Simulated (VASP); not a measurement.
# BaTiO3 (Pm-3m) in VASP: a series of runs

The runs below take BaTiO3 through single point, with PBE+U.

Program: VASP 6.6.1. These are calculated values, not measurements. Logs are shortened: lines on timing, memory, paths and dates and some standing lists are left out, and cuts for length are marked.

## 1. The cell of the first run

It takes space group Pm-3m (No. 221, cubic). Conventional cell: a = 4.029 Å, b = 4.029 Å, c = 4.029 Å, α = 90.00°, β = 90.00°, γ = 90.00°. Within 3.8 Å of Ba (site symmetry m-3m) lie 12 O at 2.85 Å and 8 Ti at 3.49 Å. Ti (site symmetry m-3m) has 6 O at 2.01 Å within 2.7 Å. Within 2.7 Å of O (site symmetry 4/mmm) lie 2 Ti at 2.01 Å. Within 2.7 Å of O (site symmetry 4/mmm) lie 2 Ti at 2.01 Å.

## 2. Single point, PBE+U

Input file INCAR:

```
PREC = Accurate ; ENCUT = 520
EDIFF = 1E-6 ; ISMEAR = 0
SIGMA = 0.05 ; LREAL = Auto
LASPH = T ; NELM = 150
ALGO = Normal ; ISIF = 2
LWAVE = F ; LCHARG = F
LMAXMIX = 4 ; LDAU = T
LDAUTYPE = 2 ; LDAUL = -1 2 -1
LDAUU = 0 4 0 ; LDAUJ = 0 0 0
LDAUPRINT = 1 ; GGA = PE
NBANDS = 73
```

Input file KPOINTS:

```
regular mesh
0
Gamma
  7 7 3
```

Input file POSCAR:

```
BaTiO3
1.0
    0.0000000000     -4.0288719406      0.0000000000
    0.0000000000      0.0000000000     -4.0288719406
   12.0866158219      0.0000000000      0.0000000000
Ba Ti O
3 3 9
Direct
    0.5000000000      0.5000000000      0.1666666667
    0.5000000000      0.5000000000      0.5000000000
    0.5000000000      0.5000000000      0.8333333333
    0.0000000000      1.0000000000      0.0000000000
    0.0000000000      1.0000000000      0.3333333333
    0.0000000000      1.0000000000      0.6666666667
    1.0000000000      0.0000000000      0.1666666667
    1.0000000000      0.0000000000      0.5000000000
    1.0000000000      0.0000000000      0.8333333333
    0.5000000000      0.0000000000      0.3333333333
    0.5000000000      0.0000000000      0.6666666667
    0.5000000000      0.0000000000      0.0000000000
    0.0000000000      0.5000000000      0.3333333333
    0.0000000000      0.5000000000      0.6666666667
    0.0000000000      0.5000000000      0.0000000000
```

Potentials or basis: VASP PAW PBE potentials, release 64 (Ba_sv, Ti_sv, O).

Launch:

```bash
> cat potpaw_PBE.64/Ba_sv/POTCAR potpaw_PBE.64/Ti_sv/POTCAR potpaw_PBE.64/O/POTCAR > POTCAR
> mpirun -np 1 vasp_std > vasp.out
```

OUTCAR:

```text
PREC = Accurate
   ENCUT = 520
   EDIFF = 1E-6
   ISMEAR = 0
   LREAL = Auto
   LASPH = T
   NELM = 150
   ISIF = 2
   GGA = PE

 ion  position               nearest neighbor table
   1  0.500  0.500  0.167-  10 2.85  13 2.85  10 2.85  13 2.85   7 2.85   7 2.85   7 2.85   7 2.85
                            12 2.85  15 2.85  15 2.85  12 2.85   5 3.49   5 3.49   5 3.49   5 3.49
   2  0.500  0.500  0.500-   8 2.85   8 2.85   8 2.85   8 2.85  14 2.85  10 2.85  10 2.85  11 2.85
                            11 2.85  13 2.85  14 2.85  13 2.85   5 3.49   6 3.49   6 3.49   6 3.49
   3  0.500  0.500  0.833-  11 2.85  14 2.85  11 2.85  14 2.85   9 2.85   9 2.85   9 2.85   9 2.85
                            12 2.85  15 2.85  15 2.85  12 2.85   6 3.49   6 3.49   6 3.49   6 3.49
   4  0.000  0.000  0.000-  12 2.01  15 2.01  15 2.01  12 2.01   7 2.01   9 2.01   1 3.49   3 3.49
                             1 3.49   1 3.49   3 3.49   3 3.49   1 3.49   3 3.49
   5  0.000  0.000  0.333-   7 2.01  10 2.01  13 2.01  13 2.01  10 2.01   8 2.01   1 3.49   1 3.49
                             1 3.49   1 3.49   2 3.49   2 3.49   2 3.49   2 3.49
   6  0.000  0.000  0.667-   9 2.01  11 2.01  14 2.01  14 2.01  11 2.01   8 2.01   3 3.49   3 3.49
                             3 3.49   3 3.49   2 3.49   2 3.49   2 3.49   2 3.49
   7  0.000  0.000  0.167-   5 2.01   4 2.01   1 2.85   1 2.85   1 2.85   1 2.85
   8  0.000  0.000  0.500-   5 2.01   6 2.01   2 2.85   2 2.85   2 2.85   2 2.85
   9  0.000  0.000  0.833-   6 2.01   4 2.01   3 2.85   3 2.85   3 2.85   3 2.85
  10  0.500  0.000  0.333-   5 2.01   5 2.01   1 2.85   1 2.85   2 2.85   2 2.85
  11  0.500  0.000  0.667-   6 2.01   6 2.01   3 2.85   3 2.85   2 2.85   2 2.85
  12  0.500  0.000  0.000-   4 2.01   4 2.01   1 2.85   1 2.85   3 2.85   3 2.85
  13  0.000  0.500  0.333-   5 2.01   5 2.01   1 2.85   1 2.85   2 2.85   2 2.85
  14  0.000  0.500  0.667-   6 2.01   6 2.01   3 2.85   3 2.85   2 2.85   2 2.85
  15  0.000  0.500  0.000-   4 2.01   4 2.01   1 2.85   3 2.85   1 2.85   3 2.85

  LATTYP: Found a simple tetragonal cell.
 ALAT       =     4.0288719406
 C/A-ratio  =     3.0000000000

  Lattice vectors:

 A1 = (   0.0000000000,  -4.0288719406,   0.0000000000)
 A2 = (   0.0000000000,   0.0000000000,  -4.0288719406)
 A3 = (  12.0866158219,   0.0000000000,   0.0000000000)

Analysis of symmetry for initial positions (statically):
=====================================================================
 Subroutine PRICEL returns following result:

  LATTYP: Found a simple cubic cell.
 ALAT       =     4.0288719406

  Lattice vectors:

 A1 = (   0.0000000000,  -4.0288719406,   0.0000000000)
 A2 = (   0.0000000000,   0.0000000000,  -4.0288719406)
 A3 = (   4.0288719402,   0.0000000000,   0.0000000000)

   3 primitive cells build up your supercell.

 Routine SETGRP: Setting up the symmetry group for a
 simple tetragonal supercell.

 Subroutine GETGRP returns: Found 16 space group operations
 (whereof 16 operations were pure point group operations)
 out of a pool of 16 trial point group operations.

The static configuration has the point symmetry D_4h.

Analysis of symmetry for dynamics (positions and initial velocities):
=====================================================================
 Subroutine PRICEL returns following result:

  LATTYP: Found a simple cubic cell.
 ALAT       =     4.0288719406

  Lattice vectors:

 A1 = (   0.0000000000,  -4.0288719406,   0.0000000000)
 A2 = (   0.0000000000,   0.0000000000,  -4.0288719406)
 A3 = (   4.0288719402,   0.0000000000,   0.0000000000)

   3 primitive cells build up your supercell.

 Routine SETGRP: Setting up the symmetry group for a
 simple tetragonal supercell.

 Subroutine GETGRP returns: Found 16 space group operations
 (whereof 16 operations were pure point group operations)
 out of a pool of 16 trial point group operations.

The dynamic configuration has the point symmetry D_4h.

 Subroutine INISYM returns: Found 16 space group operations
 (whereof 16 operations are pure point group operations),
 and found     3 'primitive' translations

----------------------------------------------------------------------------------------

[... 52 lines left out ...]

 Following reciprocal coordinates:
            Coordinates               Weight
  0.000000  0.000000  0.000000      1.000000
  0.142857  0.000000  0.000000      4.000000
  0.285714  0.000000  0.000000      4.000000
  0.428571  0.000000  0.000000      4.000000
  0.142857  0.142857  0.000000      4.000000
  0.285714  0.142857  0.000000      8.000000
[... 12 lines left out ...]
  0.428571  0.285714  0.333333     16.000000
  0.428571  0.428571  0.333333      8.000000
   k-points           NKPTS =     20   k-points in BZ     NKDIM =     20   number of bands    NBANDS=     73
   number of dos      NEDOS =    301   number of ions     NIONS =     15
   total plane-waves  NPLWV =  81000
   dimension x,y,z NGX =    30 NGY =   30 NGZ =   90
   dimension x,y,z NGXF=    60 NGYF=   60 NGZF=  180
   ions per type =               3   3   9
   NGX,Y,Z   is equivalent  to a cutoff of  12.38, 12.38, 12.38 a.u.
   NGXF,Y,Z  is equivalent  to a cutoff of  24.76, 24.76, 24.76 a.u.
 SYSTEM =  unknown system
   PREC   = accura    normal or accurate (medium, high low for compatibility)
   ISTART =      0    job   : 0-new  1-cont  2-samecut
   ICHARG =      2    charge: 1-file 2-atom 10-const
   ISPIN  =      1    spin polarized calculation?
   LNONCOLLINEAR =      F non collinear calculations
   LSORBIT =      F    spin-orbit coupling
   LASPH  =      T    aspherical Exc in radial PAW
   ENCUT  =  520.0 eV  38.22 Ry    6.18 a.u.   7.49  7.49 22.47*2*pi/ulx,y,z
   NELM   =    150;   NELMIN=  2; NELMDL= -5     # of ELM steps
   EDIFF  = 0.1E-05   stopping-criterion for ELM
   LREAL  =      T    real-space projection
   EDIFFG = 0.1E-04   stopping-criterion for IOM
   NSW    =      0    number of steps for IOM
   IBRION =     -1    ionic relax: 0-MD 1-quasi-New 2-CG
   NFREE  =      0    steps in history (QN), initial steepest desc. (CG)
   ISIF   =      2    stress and relaxation
   ISYM   =      2    0-nonsym 1-usesym 2-fastsym
   POTIM  = 0.5000    time-step for ionic-motion
   TEBEG  =    0.0;   TEEND  =   0.0 temperature during run
   PSTRESS=    0.0 pullay stress
   NELECT =     120.0000    total number of electrons
   NUPDOWN=      -1.0000    fix difference up-down
   EMIN   =  10.00;   EMAX   =-10.00  energy-range for DOS
   EFERMI =   0.00;   METHOD = LEGACY
   ISMEAR =     0;   SIGMA  =   0.05  broadening in eV -4-tet -1-fermi 0-gaus
   EFERMI_NEDOS =   21; number of points for ismear=-14 and -15
   IALGO  =     38    algorithm
   IMIX   =      4    mixing-type and parameters
     AMIX     =   0.40;   BMIX     =  1.00
     AMIX_MAG =   1.60;   BMIX_MAG =  1.00
  volume/ion in A,a.u.               =      13.08        88.26
  Fermi-wavevector in a.u.,A,eV,Ry     =   1.389669  2.626094 26.275297  1.931180
  Thomas-Fermi vector in A             =   2.513678
   LORBIT       =      0    0 simple, 1 ext, 2 COOP (PROOUT), +10 PAW based schemes
 LDA+U is selected, type is set to LDAUTYPE =  2
   angular momentum for each species LDAUL =    -1    2   -1
   U (eV)           for each species LDAUU =   0.0  4.0  0.0
   J (eV)           for each species LDAUJ =   0.0  0.0  0.0
   GGA     = PE    functional components
   LHFCALC =     F    Hartree Fock is set to
   AEXX    =    0.0000 exact exchange contribution
   IVDW    =     0    specifies the selected vdW correction
   LEPSILON=     F    determine dielectric tensor
   LRPA    =     F    only Hartree local field effects (RPA)
 non-spin polarized calculation
 Gauss-broadening in eV      SIGMA  =   0.05
  energy-cutoff  :      520.00
  volume of cell :      196.19
 maximum number of plane-waves:      5357
 NGX is ok and might be reduce to    30

atom =   4  type =  2  l = 2

 onsite density matrix

spin component  1
[... 83 lines left out ...]
  o =  0.1029  v =  0.0000 -0.0000  0.0000 -1.0000 -0.0000  0.0000  0.0000  0.0000  0.0000  0.0000      0.0000  0.0000  0.0000  0.0000  0.0000  0.0000  0.0000  0.0000  0.0000  0.0000
  o =  0.1029  v =  0.0000  0.0000  0.0000  0.0000  0.0000  0.0000 -0.0000  0.0000 -1.0000 -0.0000      0.0000  0.0000  0.0000  0.0000  0.0000  0.0000  0.0000  0.0000  0.0000  0.0000
  o =  0.1029  v =  1.0000  0.0000  0.0000  0.0000  0.0000  0.0000  0.0000  0.0000  0.0000  0.0000      0.0000  0.0000  0.0000  0.0000  0.0000  0.0000  0.0000  0.0000  0.0000  0.0000
  o =  0.1029  v =  0.0000  0.0000  0.0000  0.0000  0.0000  1.0000  0.0000  0.0000  0.0000  0.0000      0.0000  0.0000  0.0000  0.0000  0.0000  0.0000  0.0000  0.0000  0.0000  0.0000
  o =  0.1029  v =  0.0000  1.0000  0.0000 -0.0000 -0.0000  0.0000  0.0000  0.0000  0.0000  0.0000      0.0000  0.0000  0.0000  0.0000  0.0000  0.0000  0.0000  0.0000  0.0000  0.0000
  o =  0.1029  v =  0.0000  0.0000  0.0000  0.0000  0.0000  0.0000  1.0000  0.0000 -0.0000 -0.0000      0.0000  0.0000  0.0000  0.0000  0.0000  0.0000  0.0000  0.0000  0.0000  0.0000
  o =  0.2337  v =  0.0000  0.0000  0.0000  0.0000  0.0000  0.0000  0.0000 -0.8660 -0.0000 -0.5000      0.0000  0.0000  0.0000  0.0000  0.0000  0.0000  0.0000  0.0000  0.0000  0.0000
  o =  0.2337  v =  0.0000  0.0000 -0.8660 -0.0000 -0.5000  0.0000  0.0000  0.0000  0.0000  0.0000      0.0000  0.0000  0.0000  0.0000  0.0000  0.0000  0.0000  0.0000  0.0000  0.0000
  o =  0.2337  v =  0.0000  0.0000 -0.5000 -0.0000  0.8660  0.0000  0.0000  0.0000  0.0000  0.0000      0.0000  0.0000  0.0000  0.0000  0.0000  0.0000  0.0000  0.0000  0.0000  0.0000
  o =  0.2337  v =  0.0000  0.0000  0.0000  0.0000  0.0000  0.0000  0.0000 -0.5000 -0.0000  0.8660      0.0000  0.0000  0.0000  0.0000  0.0000  0.0000  0.0000  0.0000  0.0000  0.0000

 number of electron     119.9999927 magnetization

 Free energy of the ion-electron system (eV)
  ---------------------------------------------------
  ext. energy  EPLUGINS =         0.00000000
  ---------------------------------------------------
  free energy    TOTEN  =      -112.00794905 eV

  energy without entropy =     -112.00794905  energy(sigma->0) =     -112.00794905

 E-fermi :   3.9993     XC(G=0): -11.1644

 val. band max:        3.7710764522   @ k =   0.4286   0.4286   0.3333
 cond. band min:       5.9911581806   @ k =   0.0000   0.0000   0.0000
 fundamental gap:      2.2200817283
 Fermi energy:         3.9993061906

 k-point     1 :       0.0000    0.0000    0.0000
  band No.  band energies     occupation
      1     -54.0081      2.00000
      2     -54.0075      2.00000
      3     -54.0075      2.00000
      4     -30.1888      2.00000
      5     -30.1888      2.00000
      6     -30.1586      2.00000
[... 1489 lines left out ...]
     71       9.5782      0.00000
     72      10.5485      0.00000
 [bands above 72 left out]

------------------------ aborting loop because EDIFF is reached ----------------------------------------

  FORCE on cell =-STRESS in cart. coord.  units (eV):
  Direction    XX          YY          ZZ          XY          YZ          ZX
  --------------------------------------------------------------------------------------
  -------------------------------------------------------------------------------------
  Total        4.2318429      4.2324461      4.2324461      0.0000000      0.0000000     -0.0000000
  in kB       34.5595811     34.5645078     34.5645078      0.0000000      0.0000000     -0.0000000
  external PRESSURE =      34.5628656 kB  Pullay stress =       0.0000000 kB

 VOLUME and BASIS-vectors are now :
 -----------------------------------------------------------------------------
  energy-cutoff  :      520.00
  volume of cell :      196.19
      direct lattice vectors                 reciprocal lattice vectors
     0.000000000 -4.028871941  0.000000000     0.000000000 -0.248208435  0.000000000
     0.000000000  0.000000000 -4.028871941     0.000000000  0.000000000 -0.248208435
    12.086615822  0.000000000  0.000000000     0.082736145  0.000000000  0.000000000

 POSITION                                       TOTAL-FORCE (eV/Angst)
 -----------------------------------------------------------------------------------
      2.01444     -2.01444     -2.01444        -0.000000      0.000000      0.000000
      6.04331     -2.01444     -2.01444         0.000000     -0.000000     -0.000000
     10.07218     -2.01444     -2.01444         0.000000     -0.000000     -0.000000
      0.00000      0.00000      0.00000         0.000000     -0.000000     -0.000000
      4.02887      0.00000      0.00000         0.000000      0.000000      0.000000
      8.05774      0.00000      0.00000        -0.000000      0.000000      0.000000
      2.01444      0.00000      0.00000        -0.000000     -0.000000      0.000000
      6.04331      0.00000      0.00000         0.000000     -0.000000      0.000000
     10.07218      0.00000      0.00000         0.000000      0.000000      0.000000
      4.02887     -2.01444      0.00000         0.000000     -0.000000     -0.000000
      8.05774     -2.01444      0.00000        -0.000000      0.000000     -0.000000
      0.00000     -2.01444      0.00000         0.000000     -0.000000     -0.000000
      4.02887      0.00000     -2.01444         0.000000     -0.000000     -0.000000
      8.05774      0.00000     -2.01444         0.000000     -0.000000      0.000000
      0.00000      0.00000     -2.01444         0.000000     -0.000000     -0.000000
 -----------------------------------------------------------------------------------
    total drift:                                0.000000     -0.000000      0.000000

  FREE ENERGIE OF THE ION-ELECTRON SYSTEM (eV)
  ---------------------------------------------------
  free  energy   TOTEN  =      -112.0079490544 eV

  energy  without entropy=     -112.0079490544  energy(sigma->0) =     -112.00794905
```

Wall time 5.1 min (1 thread of Intel Xeon 6975P-C (Granite Rapids), shared host); peak memory 0.36 GiB.

What came out:

```yaml
Free_energy: -112.0079 eV
Pressure: 3.5 GPa
Band_gap_on_the_k_mesh: 2.22 eV
```

Eigenvalues of the final occupation matrices:
| site | spin | trace | eigenvalues |
| --- | --- | --- | --- |
| site 4 d | 1 | 0.78 | 0.10 0.10 0.10 0.23 0.23 |
| site 4 d | 2 | 0.78 | 0.10 0.10 0.10 0.23 0.23 |
| site 5 d | 1 | 0.78 | 0.10 0.10 0.10 0.23 0.23 |
| site 5 d | 2 | 0.78 | 0.10 0.10 0.10 0.23 0.23 |
| site 6 d | 1 | 0.78 | 0.10 0.10 0.10 0.23 0.23 |
| site 6 d | 2 | 0.78 | 0.10 0.10 0.10 0.23 0.23 |

Caveat: spin-orbit coupling is left out, which moves the levels of the heavy elements.

## 3. Single point, PBE+U

This run uses another cell than the first one: it holds 5 atoms, not 15.

Input file INCAR:

```
SYSTEM = BaTiO3
  ALGO = Normal
  EDIFF = 1E-6
  ENCUT = 910
  GGA = PE
  GGA_COMPAT = .False.
  ISIF = 2
  ISMEAR = 0
  LASPH = .True.
  LCHARG = .False.
  LDAU = .True.
  LDAUJ = 0 0 0
  LDAUL = -1 2 -1
  LDAUPRINT = 1
  LDAUTYPE = 2
  LDAUU = 0 4 0
  LMAXMIX = 4
  LREAL = .False.
  LWAVE = .False.
  NBANDS = 28
  NELM = 200
  PREC = Accurate
  SIGMA = 0.02
```

Input file KPOINTS:

```
k-points
0
Gamma
  8 8 8
  0 0 0
```

Input file POSCAR:

```
BaTiO3
1.0
    4.0288719392      0.0000000000      0.0000000000
    0.0000000000      4.0288719392      0.0000000000
    0.0000000000      0.0000000000      4.0288719392
Ba Ti O
1 1 3
Direct
    0.5000000000      0.5000000000      0.5000000000
    0.0000000000      0.0000000000      0.0000000000
    0.5000000000      0.0000000000      0.0000000000
    0.0000000000      0.5000000000      0.0000000000
    0.0000000000      0.0000000000      0.5000000000
```

Potentials or basis: VASP PAW PBE potentials, release 64 (Ba_sv, Ti_sv, O_h).

Launch:

```bash
> cat potpaw_PBE.64/Ba_sv/POTCAR potpaw_PBE.64/Ti_sv/POTCAR potpaw_PBE.64/O_h/POTCAR > POTCAR
> mpirun -np 1 vasp_std > vasp.out
```

Wall time 2.3 min (1 thread of Intel Xeon Platinum 8488C (Sapphire Rapids), shared host); peak memory 0.33 GiB.

The run converged. Its results:

```yaml
Free_energy: -37.3589 eV
Pressure: 3.1 GPa
Band_gap_on_the_k_mesh: 2.17 eV, indirect (least direct gap 2.38 eV)
```

Levels at points of the mesh, in eV from the valence-band top:
```csv
k point,band 16,band 17,band 18,band 19,band 20,band 21,band 22,band 23,band 24,band 25
"(0.00, 0.00, 0.00)",-1.07,-1.07,-0.20,-0.20,-0.20,2.17,2.17,2.17,3.81,3.81
"(0.50, 0.00, 0.00)",-1.88,-1.72,-1.72,-0.78,-0.78,2.35,3.81,3.82,3.82,5.69
"(0.50, 0.50, 0.00)",-2.55,-1.88,-0.90,-0.90,-0.09,3.83,3.83,4.25,4.59,7.43
"(0.50, 0.50, 0.50)",-2.32,-2.32,0.00,0.00,0.00,4.48,4.48,4.48,6.57,6.57
```

Eigenvalues of the final occupation matrices:
```tsv
site	spin	trace	eigenvalues
site 2 d	1	0.78	0.10 0.10 0.10 0.23 0.23
site 2 d	2	0.78	0.10 0.10 0.10 0.23 0.23
```

Caveat: the cutoff is under 1.25 times the usual one of these potentials, so pressure, stress and relaxed cells hold a basis-set (Pulay) error; spin-orbit coupling is left out, which moves the levels of the heavy elements.
